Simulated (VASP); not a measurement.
# ZrN in VASP: single point with PBE

Aim: the single point of ZrN with PBE.

All numbers are computed with VASP 6.6.1; they aren't measurements. Logs are shortened: lines on timing, memory, paths and dates and some standing lists are left out, and cuts for length are marked.

## 1. The cell of the first run

The cell holds a slab with vacuum, 24 atoms: a = 6.498 Å, b = 6.498 Å, c = 22.632 Å, α = 90.00°, β = 90.00°, γ = 120.00°.

## 2. Single point, PBE

File INCAR:

```
  PREC = Accurate
  ENCUT = 520
  EDIFF = 1E-6
  ISMEAR = 0
  SIGMA = 0.1
  LREAL = Auto
  LASPH = T
  NELM = 80
  ALGO = Normal
  ISIF = 2
  LWAVE = F
  LCHARG = F
  LDIPOL = T
  IDIPOL = 3
  DIPOL = 0.5 0.5 0.500
  GGA = PE
  NBANDS = 120
```

File KPOINTS:

```
regular mesh
0
Gamma
  4 4 1
```

File POSCAR:

```
ZrN
1.0
    6.4978188337      0.0000000000      0.0000000000
   -3.2489094169      5.6272761792      0.0000000000
    0.0000000000      0.0000000000     22.6318085765
N Zr
12 12
Direct
    0.1666666667      0.3333333333      0.3534847855
    0.1666666667      0.8333333333      0.3534847855
    0.6666666667      0.3333333333      0.3534847855
    0.6666666667      0.8333333333      0.3534847855
    0.5000000000      0.5000000000      0.4706969571
    0.5000000000      0.0000000000      0.4706969571
    0.0000000000      0.5000000000      0.4706969571
    0.0000000000      0.0000000000      0.4706969571
    0.8333333333      0.6666666667      0.5878811292
    0.8333333333      0.1666666667      0.5878811292
    0.3333333333      0.6666666667      0.5878811292
    0.3333333333      0.1666666667      0.5878811292
    0.3333333333      0.1666666667      0.4120908713
    0.3333333333      0.6666666667      0.4120908713
    0.8333333333      0.1666666667      0.4120908713
    0.8333333333      0.6666666667      0.4120908713
    0.6666666667      0.3333333333      0.5311263079
    0.6666666667      0.8333333333      0.5311263079
    0.1666666667      0.3333333333      0.5311263079
    0.1666666667      0.8333333333      0.5311263079
    0.0000000000      0.5000000000      0.6445760861
    0.0000000000      0.0000000000      0.6445760861
    0.5000000000      0.5000000000      0.6445760861
    0.5000000000      0.0000000000      0.6445760861
```

Potentials or basis: VASP PAW PBE potentials, release 64 (N, Zr_sv).

Run with:

```console
$ cat potpaw_PBE.64/N/POTCAR potpaw_PBE.64/Zr_sv/POTCAR > POTCAR
$ mpirun -np 1 vasp_std > vasp.out
```

OUTCAR:

```text
PREC = Accurate
   ENCUT = 520
   EDIFF = 1E-6
   ISMEAR = 0
   LREAL = Auto
   LASPH = T
   NELM = 80
   ISIF = 2
   GGA = PE

 ion  position               nearest neighbor table
   1  0.167  0.333  0.353-  13 2.30  15 2.30  14 2.30
   2  0.167  0.833  0.353-  14 2.30  16 2.30  13 2.30
   3  0.667  0.333  0.353-  15 2.30  13 2.30  16 2.30
   4  0.667  0.833  0.353-  16 2.30  14 2.30  15 2.30
   5  0.500  0.500  0.471-  16 2.30  13 2.30  14 2.30  19 2.32  18 2.32  17 2.32
   6  0.500  0.000  0.471-  15 2.30  14 2.30  13 2.30  20 2.32  17 2.32  18 2.32
   7  0.000  0.500  0.471-  14 2.30  15 2.30  16 2.30  17 2.32  20 2.32  19 2.32
   8  0.000  0.000  0.471-  13 2.30  16 2.30  15 2.30  18 2.32  19 2.32  20 2.32
   9  0.833  0.667  0.588-  23 2.27  22 2.27  21 2.27  18 2.27  20 2.27  17 2.27
  10  0.833  0.167  0.588-  24 2.27  21 2.27  22 2.27  17 2.27  19 2.27  18 2.27
  11  0.333  0.667  0.588-  21 2.27  24 2.27  23 2.27  20 2.27  18 2.27  19 2.27
  12  0.333  0.167  0.588-  22 2.27  23 2.27  24 2.27  19 2.27  17 2.27  20 2.27
  13  0.333  0.167  0.412-   1 2.30   8 2.30   5 2.30   3 2.30   2 2.30   6 2.30  16 3.25  16 3.25
                            15 3.25  15 3.25  14 3.25  14 3.25  19 3.28  17 3.28  20 3.28
  14  0.333  0.667  0.412-   2 2.30   7 2.30   6 2.30   4 2.30   1 2.30   5 2.30  15 3.25  15 3.25
                            16 3.25  16 3.25  13 3.25  13 3.25  20 3.28  18 3.28  19 3.28
  15  0.833  0.167  0.412-   3 2.30   6 2.30   7 2.30   1 2.30   4 2.30   8 2.30  14 3.25  14 3.25
[... 26 lines left out ...]
 A1 = (   6.4978188337,   0.0000000000,   0.0000000000)
 A2 = (  -3.2489094169,   5.6272761792,   0.0000000000)
 A3 = (   0.0000000000,   0.0000000000,  22.6318085765)

Analysis of symmetry for initial positions (statically):
=====================================================================
 Subroutine PRICEL returns following result:

  LATTYP: Found a hexagonal cell.
 ALAT       =     3.2489094169
 C/A-ratio  =     6.9659709375

  Lattice vectors:

 A1 = (   3.2489094169,   0.0000000000,   0.0000000000)
 A2 = (  -1.6244547084,   2.8136380896,   0.0000000000)
 A3 = (   0.0000000000,   0.0000000000,  22.6318085765)

   4 primitive cells build up your supercell.

 Routine SETGRP: Setting up the symmetry group for a
 hexagonal supercell.

 Subroutine GETGRP returns: Found  6 space group operations
 (whereof  6 operations were pure point group operations)
 out of a pool of 24 trial point group operations.

The static configuration has the point symmetry C_3v.

Analysis of symmetry for dynamics (positions and initial velocities):
=====================================================================
 Subroutine PRICEL returns following result:

  LATTYP: Found a hexagonal cell.
 ALAT       =     3.2489094169
 C/A-ratio  =     6.9659709375

  Lattice vectors:

 A1 = (   3.2489094169,   0.0000000000,   0.0000000000)
 A2 = (  -1.6244547084,   2.8136380896,   0.0000000000)
 A3 = (   0.0000000000,   0.0000000000,  22.6318085765)

   4 primitive cells build up your supercell.

 Routine SETGRP: Setting up the symmetry group for a
 hexagonal supercell.

 Subroutine GETGRP returns: Found  6 space group operations
 (whereof  6 operations were pure point group operations)
 out of a pool of 24 trial point group operations.

The dynamic configuration has the point symmetry C_3v.

 Subroutine INISYM returns: Found  6 space group operations
 (whereof  6 operations are pure point group operations),
 and found     4 'primitive' translations

----------------------------------------------------------------------------------------

                                     Primitive cell

  volume of cell :     206.8831

  direct lattice vectors                    reciprocal lattice vectors
     3.248909417  0.000000000  0.000000000     0.307795593  0.177705868  0.000000000
    -1.624454708  2.813638090  0.000000000     0.000000000  0.355411737  0.000000000
     0.000000000  0.000000000 22.631808576     0.000000000  0.000000000  0.044185598

  length of vectors
     3.248909417  3.248909417 22.631808576     0.355411737  0.355411737  0.044185598

  position of ions in fractional coordinates (direct lattice)
     0.333333333  0.666666667  0.353484786
     1.000000000  0.000000000  0.470696957
     0.666666667  0.333333333  0.587881129
     0.666666667  0.333333333  0.412090871
     0.333333333  0.666666667  0.531126308
     1.000000000  0.000000000  0.644576086

  ion indices of the primitive-cell ions
   primitive index   ion index
                 1           1
                 2           7
                 3          12
                 4          13
                 5          19
                 6          21

----------------------------------------------------------------------------------------

 KPOINTS: regular mesh

Automatic generation of k-mesh.
 Grid dimensions read from file:
 generate k-points for:    4    4    1

 Generating k-lattice:

  Cartesian coordinates                     Fractional coordinates (reciprocal lattice)
     0.038474449  0.022213234  0.000000000     0.250000000  0.000000000  0.000000000
     0.000000000  0.044426467  0.000000000     0.000000000  0.250000000  0.000000000
     0.000000000  0.000000000  0.044185598     0.000000000  0.000000000  1.000000000

  Length of vectors
     0.044426467  0.044426467  0.044185598

  Shift w.r.t. Gamma in fractional coordinates (k-lattice)
     0.000000000  0.000000000  0.000000000

 Subroutine IBZKPT returns following result:
 ===========================================

 Found      4 irreducible k-points:

 Following reciprocal coordinates:
            Coordinates               Weight
  0.000000  0.000000  0.000000      1.000000
  0.250000  0.000000  0.000000      6.000000
  0.500000  0.000000  0.000000      3.000000
  0.250000  0.250000  0.000000      6.000000
   k-points           NKPTS =      4   k-points in BZ     NKDIM =      4   number of bands    NBANDS=    120
   number of dos      NEDOS =    301   number of ions     NIONS =     24
   total plane-waves  NPLWV = 387072
   dimension x,y,z NGX =    48 NGY =   48 NGZ =  168
   dimension x,y,z NGXF=    96 NGYF=   96 NGZF=  336
   ions per type =              12  12
   NGX,Y,Z   is equivalent  to a cutoff of  12.28, 12.28, 12.34 a.u.
   NGXF,Y,Z  is equivalent  to a cutoff of  24.56, 24.56, 24.68 a.u.
 SYSTEM =  unknown system
   PREC   = accura    normal or accurate (medium, high low for compatibility)
   ISTART =      0    job   : 0-new  1-cont  2-samecut
   ICHARG =      2    charge: 1-file 2-atom 10-const
   ISPIN  =      1    spin polarized calculation?
   LNONCOLLINEAR =      F non collinear calculations
   LSORBIT =      F    spin-orbit coupling
   LASPH  =      T    aspherical Exc in radial PAW
   ENCUT  =  520.0 eV  38.22 Ry    6.18 a.u.  12.08 12.08 42.08*2*pi/ulx,y,z
   NELM   =     80;   NELMIN=  2; NELMDL= -5     # of ELM steps
   EDIFF  = 0.1E-05   stopping-criterion for ELM
   LREAL  =      T    real-space projection
   EDIFFG = 0.1E-04   stopping-criterion for IOM
   NSW    =      0    number of steps for IOM
   IBRION =     -1    ionic relax: 0-MD 1-quasi-New 2-CG
   NFREE  =      0    steps in history (QN), initial steepest desc. (CG)
   ISIF   =      2    stress and relaxation
   ISYM   =      2    0-nonsym 1-usesym 2-fastsym
   POTIM  = 0.5000    time-step for ionic-motion
   TEBEG  =    0.0;   TEEND  =   0.0 temperature during run
   PSTRESS=    0.0 pullay stress
   NELECT =     204.0000    total number of electrons
   NUPDOWN=      -1.0000    fix difference up-down
   EMIN   =  10.00;   EMAX   =-10.00  energy-range for DOS
   EFERMI =   0.00;   METHOD = LEGACY
   ISMEAR =     0;   SIGMA  =   0.10  broadening in eV -4-tet -1-fermi 0-gaus
   EFERMI_NEDOS =   21; number of points for ismear=-14 and -15
   IALGO  =     38    algorithm
   IMIX   =      4    mixing-type and parameters
     AMIX     =   0.40;   BMIX     =  1.00
     AMIX_MAG =   1.60;   BMIX_MAG =  1.00
  volume/ion in A,a.u.               =      34.48       232.69
  Fermi-wavevector in a.u.,A,eV,Ry     =   1.026494  1.939793 14.336329  1.053690
  Thomas-Fermi vector in A             =   2.160390
   LORBIT       =      0    0 simple, 1 ext, 2 COOP (PROOUT), +10 PAW based schemes
   GGA     = PE    functional components
   LHFCALC =     F    Hartree Fock is set to
   AEXX    =    0.0000 exact exchange contribution
   IVDW    =     0    specifies the selected vdW correction
   LEPSILON=     F    determine dielectric tensor
   LRPA    =     F    only Hartree local field effects (RPA)
 non-spin polarized calculation
 Gauss-broadening in eV      SIGMA  =   0.10
  energy-cutoff  :      520.00
  volume of cell :      827.53
 maximum number of plane-waves:     22284
   NGX = 25   NGY = 25   NGZ = 85

 dipolmoment           0.000000      0.000000      2.329213 electrons x Angstroem

 number of electron     204.0000018 magnetization

 dipolmoment           0.000000      0.000000     -0.776542 electrons x Angstroem

 Free energy of the ion-electron system (eV)
  ---------------------------------------------------
  ext. energy  EPLUGINS =         0.00000000
  ---------------------------------------------------
  free energy    TOTEN  =      -224.74927966 eV

  energy without entropy =     -224.61857534  energy(sigma->0) =     -224.68392750

 E-fermi :  -0.1728     XC(G=0):  -5.3326

 val. band max:       -0.1893677128   @ k =   0.2500   0.0000   0.0000
 cond. band min:      -0.1497662937   @ k =   0.2500   0.2500   0.0000
 fundamental gap:      0.0396014191
 Fermi energy:        -0.1727876346

 k-point     1 :       0.0000    0.0000    0.0000
  band No.  band energies     occupation
      1     -49.5046      2.00000
      2     -49.3970      2.00000
      3     -49.3970      2.00000
      4     -49.3970      2.00000
      5     -49.3791      2.00000
      6     -49.3110      2.00000
[... 457 lines left out ...]
    113       1.8347      0.00000
    114       1.9856      0.00000
 [bands above 114 left out]

------------------------ aborting loop because EDIFF is reached ----------------------------------------

 vacuum level on the upper side and lower side of the slab       (xc-potential included)        -1.884         1.869

  FORCE on cell =-STRESS in cart. coord.  units (eV):
  Direction    XX          YY          ZZ          XY          YZ          ZX
  --------------------------------------------------------------------------------------
  -------------------------------------------------------------------------------------
  Total       -6.3655289     -6.3655289    -17.0397132      0.0000000      0.0000000     -0.0000000
  in kB      -12.3242355    -12.3242355    -32.9904147      0.0000000      0.0000000     -0.0000000
  external PRESSURE =     -19.2129619 kB  Pullay stress =       0.0000000 kB

 VOLUME and BASIS-vectors are now :
 -----------------------------------------------------------------------------
  energy-cutoff  :      520.00
  volume of cell :      827.53
      direct lattice vectors                 reciprocal lattice vectors
     6.497818834  0.000000000  0.000000000     0.153897796  0.088852934  0.000000000
    -3.248909417  5.627276179  0.000000000     0.000000000  0.177705868  0.000000000
     0.000000000  0.000000000 22.631808576     0.000000000  0.000000000  0.044185598

 POSITION                                       TOTAL-FORCE (eV/Angst)
 -----------------------------------------------------------------------------------
      0.00000      1.87576      8.00000        -0.000000      0.000000      4.625762
     -1.62445      4.68940      8.00000        -0.000000      0.000000      4.625762
      3.24891      1.87576      8.00000        -0.000000      0.000000      4.625762
      1.62445      4.68940      8.00000         0.000000      0.000000      4.625762
      1.62445      2.81364     10.65272         0.000000     -0.000000      1.315961
      3.24891      0.00000     10.65272        -0.000000     -0.000000      1.315961
[... 16 lines left out ...]
      1.62445      2.81364     14.58792        -0.000000     -0.000000      0.036062
      3.24891      0.00000     14.58792         0.000000     -0.000000      0.036062
 -----------------------------------------------------------------------------------
    total drift:                                0.000000      0.000000      0.020026

  FREE ENERGIE OF THE ION-ELECTRON SYSTEM (eV)
  ---------------------------------------------------
  free  energy   TOTEN  =      -224.7492796616 eV

  energy  without entropy=     -224.6185753417  energy(sigma->0) =     -224.68392750

 vacuum level on the upper side and lower side of the slab         4.175         8.057
```

It took 31 min on 1 thread of AMD EPYC 7R13 (Zen 3), shared host; peak memory 0.86 GiB.

Results:

```
Free energy            : -224.7493 eV
Largest force          : 5.977 eV/Å
Band gap on the k mesh : zero (bands 102 and 103 overlap by 0.44 eV)
```

Forces in eV/Å, atoms in the order of the input:
```
N    0.000  0.000  4.626
N    0.000  0.000  4.626
N    0.000  0.000  4.626
N    0.000  0.000  4.626
N    0.000  0.000  1.316
N    0.000  0.000  1.316
N    0.000  0.000  1.316
N    0.000  0.000  1.316
N    0.000  0.000 -0.005
N    0.000  0.000 -0.005
N    0.000  0.000 -0.005
N    0.000  0.000 -0.005
Zr   0.000  0.000 -5.977
Zr   0.000  0.000 -5.977
Zr   0.000  0.000 -5.977
Zr   0.000  0.000 -5.977
Zr   0.000  0.000  0.004
Zr   0.000  0.000  0.004
Zr   0.000  0.000  0.004
Zr   0.000  0.000  0.004
Zr   0.000  0.000  0.036
Zr   0.000  0.000  0.036
Zr   0.000  0.000  0.036
Zr   0.000  0.000  0.036
```

Levels at points of the mesh, in eV from the Fermi level:
```csv
k point,band 99,band 100,band 101,band 102,band 103,band 104,band 105,band 106
"(0.00, 0.00, 0.00)",-0.09,-0.09,0.24,0.31,0.31,0.31,0.52,0.52
"(0.50, 0.00, 0.00)",-0.21,-0.21,-0.20,-0.20,-0.12,-0.12,0.80,0.80
```

The gap in the log of VASP goes by the Fermi energy; the results here count the filled bands.